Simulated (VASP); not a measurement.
# GaN (Fm-3m) in VASP: notebook

GaN is run at these levels: PBE; tasks: relaxation of cell and atoms, single point.

Program: VASP 6.6.1. These are calculated values, not measurements. Logs are shortened: lines on timing, memory, paths and dates and some standing lists are left out, and cuts for length are marked.

### Step 1. The cell of the first run

The structure is cubic, space group Fm-3m (No. 225). Conventional cell: a = 4.270 Å, b = 4.270 Å, c = 4.270 Å, α = 90.00°, β = 90.00°, γ = 90.00°. Within 2.8 Å of Ga (site symmetry m-3m) lie 6 N at 2.14 Å. Within 2.8 Å of N (site symmetry m-3m) lie 6 Ga at 2.14 Å.

### Step 2. Relaxation of cell and atoms, PBE

File INCAR:

```
SYSTEM = GaN
PREC = Accurate ; ENCUT = 600
EDIFF = 1E-7 ; ISMEAR = -1
SIGMA = 0.05 ; LREAL = .False.
LASPH = .True. ; NELM = 60
ALGO = Normal ; ISIF = 3
LWAVE = .False. ; LCHARG = .False.
GGA = PE ; IBRION = 2
NSW = 60 ; EDIFFG = -0.01
```

File KPOINTS:

```
regular mesh
0
Gamma
  11 11 11
  0 0 0
```

File POSCAR:

```
GaN
1.0
    0.0000000000      2.1352350000      2.1352350000
    2.1352350000      0.0000000000      2.1352350000
    2.1352350000      2.1352350000      0.0000000000
Ga N
1 1
Direct
    0.0000000000      0.0000000000      0.0000000000
    0.5000000000      0.5000000000      0.5000000000
```

Potentials or basis: VASP PAW PBE potentials, release 64 (Ga_d, N).

Started as:

```sh
cat potpaw_PBE.64/Ga_d/POTCAR potpaw_PBE.64/N/POTCAR > POTCAR
mpirun -np 1 vasp_std > vasp.out
```

OUTCAR:

```text
SYSTEM = GaN
   PREC = Accurate
   ENCUT = 600
   EDIFF = 1E-7
   ISMEAR = -1
   LREAL = .False.
   LASPH = .True.
   NELM = 60
   ISIF = 3
   GGA = PE
   IBRION = 2
   NSW = 60
   EDIFFG = -0.01

 ion  position               nearest neighbor table
   1  0.000  0.000  0.000-   2 2.14   2 2.14   2 2.14   2 2.14   2 2.14   2 2.14
   2  0.500  0.500  0.500-   1 2.14   1 2.14   1 2.14   1 2.14   1 2.14   1 2.14

  LATTYP: Found a face centered cubic cell.
 ALAT       =     4.2704700000

  Lattice vectors:

 A1 = (   0.0000000000,   2.1352350000,   2.1352350000)
 A2 = (   2.1352350000,   0.0000000000,   2.1352350000)
 A3 = (   2.1352350000,   2.1352350000,   0.0000000000)

Analysis of symmetry for initial positions (statically):
=====================================================================
 Subroutine PRICEL returns:
 Original cell was already a primitive cell.

 Routine SETGRP: Setting up the symmetry group for a
 face centered cubic supercell.

 Subroutine GETGRP returns: Found 48 space group operations
 (whereof 48 operations were pure point group operations)
 out of a pool of 48 trial point group operations.

The static configuration has the point symmetry O_h .

Analysis of symmetry for dynamics (positions and initial velocities):
=====================================================================
 Subroutine PRICEL returns:
 Original cell was already a primitive cell.

 Routine SETGRP: Setting up the symmetry group for a
 face centered cubic supercell.

 Subroutine GETGRP returns: Found 48 space group operations
 (whereof 48 operations were pure point group operations)
 out of a pool of 48 trial point group operations.

The dynamic configuration has the point symmetry O_h .

 Subroutine INISYM returns: Found 48 space group operations
 (whereof 48 operations are pure point group operations),
 and found     1 'primitive' translations

----------------------------------------------------------------------------------------

                                     Primitive cell

  volume of cell :      19.4700

  direct lattice vectors                    reciprocal lattice vectors
     0.000000000  2.135235000  2.135235000    -0.234166263  0.234166263  0.234166263
     2.135235000  0.000000000  2.135235000     0.234166263 -0.234166263  0.234166263
     2.135235000  2.135235000  0.000000000     0.234166263  0.234166263 -0.234166263

  length of vectors
     3.019678296  3.019678296  3.019678296     0.405587864  0.405587864  0.405587864

[... 96 lines left out ...]
   EFERMI_NEDOS =   21; number of points for ismear=-14 and -15
   IALGO  =     38    algorithm
   IMIX   =      4    mixing-type and parameters
     AMIX     =   0.40;   BMIX     =  1.00
     AMIX_MAG =   1.60;   BMIX_MAG =  1.00
  volume/ion in A,a.u.               =       9.74        65.70
  Fermi-wavevector in a.u.,A,eV,Ry     =   1.594814  3.013761 34.605481  2.543431
  Thomas-Fermi vector in A             =   2.692830
   LORBIT       =      0    0 simple, 1 ext, 2 COOP (PROOUT), +10 PAW based schemes
   GGA     = PE    functional components
   LHFCALC =     F    Hartree Fock is set to
   AEXX    =    0.0000 exact exchange contribution
   IVDW    =     0    specifies the selected vdW correction
   LEPSILON=     F    determine dielectric tensor
   LRPA    =     F    only Hartree local field effects (RPA)
 conjugate gradient relaxation of ions
 non-spin polarized calculation
  energy-cutoff  :      600.00
  volume of cell :       19.47
 maximum number of plane-waves:       662
   NGX = 13   NGY = 13   NGZ = 13

--------------------------------------- Ionic step        1  -------------------------------------------

 number of electron      18.0000005 magnetization

 Free energy of the ion-electron system (eV)
  ---------------------------------------------------
  ext. energy  EPLUGINS =         0.00000000
  ---------------------------------------------------
  free energy    TOTEN  =       -11.20839896 eV

  energy without entropy =      -11.20834171  energy(sigma->0) =      -11.20837034

------------------------ aborting loop because EDIFF is reached ----------------------------------------

  FORCE on cell =-STRESS in cart. coord.  units (eV):
  Direction    XX          YY          ZZ          XY          YZ          ZX
  --------------------------------------------------------------------------------------
  -------------------------------------------------------------------------------------
  Total        0.0271712      0.0271712      0.0271712      0.0000000      0.0000000     -0.0000000
  in kB        2.2359014      2.2359014      2.2359014      0.0000000      0.0000000     -0.0000000
  external PRESSURE =       2.2359014 kB  Pullay stress =       0.0000000 kB
[... 59 lines left out ...]
--------------------------------------- Ionic step        3  -------------------------------------------

 number of electron      18.0000005 magnetization

 Free energy of the ion-electron system (eV)
  ---------------------------------------------------
  ext. energy  EPLUGINS =         0.00000000
  ---------------------------------------------------
  free energy    TOTEN  =       -11.20841562 eV

  energy without entropy =      -11.20835470  energy(sigma->0) =      -11.20838516

 E-fermi :   7.8148     XC(G=0): -12.8977

 val. band max:        7.5115844308   @ k =  -0.1818   0.1818   0.0000
 cond. band min:       8.0450021709   @ k =   0.4545   0.4545   0.0000
 fundamental gap:      0.5334177402
 Fermi energy:         7.8148380101

 k-point     1 :       0.0000    0.0000    0.0000
  band No.  band energies     occupation
      1      -9.4849      2.00000
      2      -6.5010      2.00000
      3      -6.5010      2.00000
      4      -6.5010      2.00000
      5      -6.4142      2.00000
      6      -6.4142      2.00000
      7       7.0244      2.00000
      8       7.0244      2.00000
      9       7.0244      2.00000
     10       9.3758      0.00000
     11      22.0388      0.00000
     12      22.0388      0.00000
     13      22.0388      0.00000
[... 354 lines left out ...]
  band No.  band energies     occupation
      1      -8.0523      2.00000
      2      -6.5515      2.00000
      3      -6.5494      2.00000
      4      -6.5329      2.00000
      5      -6.4176      2.00000
      6      -6.2067      2.00000
      7       2.6690      2.00000
      8       5.2529      2.00000
      9       7.5116      1.99537
     10      13.2983      0.00000
     11      15.9147      0.00000
     12      17.3026      0.00000
     13      17.9601      0.00000

 [... further k-points ...]
[... 5 lines left out ...]
  --------------------------------------------------------------------------------------
  -------------------------------------------------------------------------------------
  Total        0.0025381      0.0025381      0.0025381      0.0000000     -0.0000000      0.0000000
  in kB        0.2086055      0.2086055      0.2086055      0.0000000     -0.0000000      0.0000000
  external PRESSURE =       0.2086055 kB  Pullay stress =       0.0000000 kB
[... 17 lines left out ...]
  FREE ENERGIE OF THE ION-ELECTRON SYSTEM (eV)
  ---------------------------------------------------
  free  energy   TOTEN  =       -11.2084156190 eV

  energy  without entropy=      -11.2083547018  energy(sigma->0) =      -11.20838516

 reached required accuracy - stopping structural energy minimisation
```

OSZICAR:

```text
N       E                     dE             d eps       ncg     rms          rms(c)
DAV:   1     0.935154750817E+02    0.93515E+02   -0.10564E+04  1562   0.280E+03
DAV:   2    -0.514797235348E+01   -0.98663E+02   -0.92751E+02  1576   0.391E+02
DAV:   3    -0.128743597213E+02   -0.77264E+01   -0.76265E+01  1676   0.948E+01
DAV:   4    -0.129966132170E+02   -0.12225E+00   -0.12216E+00  1632   0.128E+01
[... 19 lines left out ...]
DAV:   1    -0.112084972333E+02   -0.90009E-04   -0.11874E-03  1706   0.959E-01    0.552E-02
DAV:   2    -0.112084349231E+02    0.62310E-04   -0.96377E-05  1761   0.338E-01    0.262E-02
DAV:   3    -0.112084172160E+02    0.17707E-04   -0.25490E-05  1759   0.184E-01    0.524E-03
DAV:   4    -0.112084156406E+02    0.15754E-05   -0.38037E-06  1997   0.295E-02    0.116E-03
DAV:   5    -0.112084156190E+02    0.21593E-07   -0.14560E-07   849   0.542E-03
   3 F= -.11208416E+02 E0= -.11208385E+02  d E =-.166548E-04
```

Run time: 15 s. Hardware: 1 thread of Intel Xeon 6975P-C (Granite Rapids), shared host; peak memory 0.15 GiB.

Results:

| Quantity | Value |
| --- | --- |
| Free energy | -11.2084 eV |
| Relaxed volume | 9.75 Å³/atom |
| Relaxed cell | a = 3.021 Å, b = 3.021 Å, c = 3.021 Å, α = 60.00°, β = 60.00°, γ = 60.00° |
| Space group after relaxing (to 0.05 Å) | Fm-3m (No. 225) |
| Energy gained by relaxing | 0.0 meV/atom |
| Ionic steps | 3 |
| Pressure after relaxing | 0.0 GPa |
| Band gap on the k mesh | 0.53 eV, indirect (least direct gap 2.35 eV) |

Final structure:
```yaml
crystal:
  lattice:
    - [0.00000, 2.13609, 2.13609]
    - [2.13609, 0.00000, 2.13609]
    - [2.13609, 2.13609, 0.00000]
  atoms:
    - { symbol: Ga, position: [0.00000, 0.00000, 0.00000] }
    - { symbol: N, position: [0.50000, 0.50000, 0.50000] }
```

A k mesh can miss the band edges.

### Step 3. Single point, PBE, non-collinear spin, zero start, spin-orbit coupling

File INCAR:

```
  ALGO = Normal
  EDIFF = 1E-6
  ENCUT = 520
  GGA = PE
  GGA_COMPAT = F
  ISIF = 2
  ISMEAR = -1
  LASPH = T
  LCHARG = F
  LORBIT = 11
  LORBMOM = T
  LREAL = F
  LSORBIT = T
  LWAVE = F
  MAGMOM = 0 0 0 0 0 0
  NBANDS = 30
  NELM = 150
  PREC = Accurate
  SIGMA = 0.05
```

File KPOINTS:

```
k-points
0
Gamma
  8 8 8
```

POSCAR is that of step 2.

Potentials or basis: VASP PAW PBE potentials, release 64 (Ga_d, N).

Started as:

```sh
cat potpaw_PBE.64/Ga_d/POTCAR potpaw_PBE.64/N/POTCAR > POTCAR
mpirun -np 1 vasp_ncl > vasp.out
```

Run time: 17 s. Hardware: 1 thread of Intel Xeon 6975P-C (Granite Rapids), shared host; peak memory 0.2 GiB.

Results (log left out):

| Quantity | Value |
| --- | --- |
| Free energy | -11.2097 eV |
| Pressure | 0.5 GPa |
| Net moment | 0.00 μB per cell |
| Valence electrons inside the program's atomic spheres | Ga 11.59; N 3.71 |

Moments on the atoms (μB; x, y, z):
```
Ga  0.00 0.00 0.00
N   0.00 0.00 0.00
```
